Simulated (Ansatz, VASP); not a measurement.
# SnGe3Te4 in VASP and in Ansatz

INCAR

```
SYSTEM = SnGe3Te4
ALGO = Normal
EDIFF = 1E-6
ENCUT = 520
GGA = PE
ISIF = 2
ISMEAR = 0
LASPH = .TRUE.
LCHARG = .TRUE.
LELF = .TRUE.
LREAL = .FALSE.
LVHAR = .TRUE.
LWAVE = .FALSE.
NBANDS = 50
NELM = 100
PREC = Accurate
SIGMA = 0.1
```

Contents of KPOINTS:

```
k-points
0
G
  4 4 2
  0 0 0
```

The input POSCAR:

```
SnGe3Te4
1.0
    4.4882340000      0.0000000000      0.0000000000
    0.0000000000      4.2968141000      0.0000000000
   -0.5870979000      0.0000000000     12.3853023000
Sn Ge Te
1 3 4
Direct
    0.0037020000      0.0000000000      0.4946210000
    0.0393080000      0.0000000000      0.9942350000
    0.5509550000      0.5000000000      0.7445420000
    0.5328340000      0.5000000000      0.2355610000
    0.9747780000      0.0000000000      0.7628540000
    0.4834680000      0.5000000000      0.5137530000
    0.9532530000      0.0000000000      0.2476300000
    0.4617020000      0.5000000000      0.0068050000
```

Input for Ansatz:

```yaml
crystal:
  lattice:
    - [4.488234, 0.0, 0.0]
    - [0.0, 4.2968141, 0.0]
    - [-0.5870979, 0.0, 12.3853023]
  atoms:
    - { symbol: Sn, position: [0.003702, 0.0, 0.494621] }
    - { symbol: Ge, position: [0.039308, 0.0, 0.994235] }
    - { symbol: Ge, position: [0.550955, 0.5, 0.744542] }
    - { symbol: Ge, position: [0.532834, 0.5, 0.235561] }
    - { symbol: Te, position: [0.974778, 0.0, 0.762854] }
    - { symbol: Te, position: [0.483468, 0.5, 0.513753] }
    - { symbol: Te, position: [0.953253, 0.0, 0.24763] }
    - { symbol: Te, position: [0.461702, 0.5, 0.006805] }
basis:
  ecutwfc: 420
kpoints:
  mp_grid: { grid: [4, 4, 2] }
hamiltonian:
  xc: pbe
scf:
  occupations: { method: gaussian, width: 0.1 }
  lower_state_search: "off"
output:
  forces: true
  stress: true
  eigenvalues: true
```

Alike in both runs: task single point; functional PBE; k mesh 4 × 4 × 2; occupations gaussian, width 0.1 eV; no spin polarisation.

```csv
,VASP,Ansatz
version,VASP 6.6.1,Ansatz 0.2.0
potentials or method,"VASP PAW PBE potentials, release 64 (Sn_d, Ge_d, Te), cutoff 520 eV","scalar-relativistic, plane waves, PAW"
valence electrons in the cell,80,120
```

Ansatz gave:

```
gap on the k mesh at the Fermi level (eV)                     : 0.34
least direct gap on the mesh (eV)                             : 0.35
pressure (GPa)                                                : -0.1
traceless stress, the component that is largest in VASP (GPa) : -0.25
rms of the force components (eV/Å)                            : 0.041
```

Task: What did VASP give for the same quantities?

Result: gap on the k mesh at the Fermi level (eV): 0.33; least direct gap on the mesh (eV): 0.36; pressure (GPa): -0.2; traceless stress, the component that is largest in VASP (GPa): -0.26; rms of the force components (eV/Å): 0.037.

Atom by atom the forces differ by 0.005 eV/Å (rms over components). VASP's potentials hold 80 valence electrons a cell and Ansatz's 120, so a difference there can come from the potentials and not from the codes.

Neither program's run includes spin-orbit coupling.
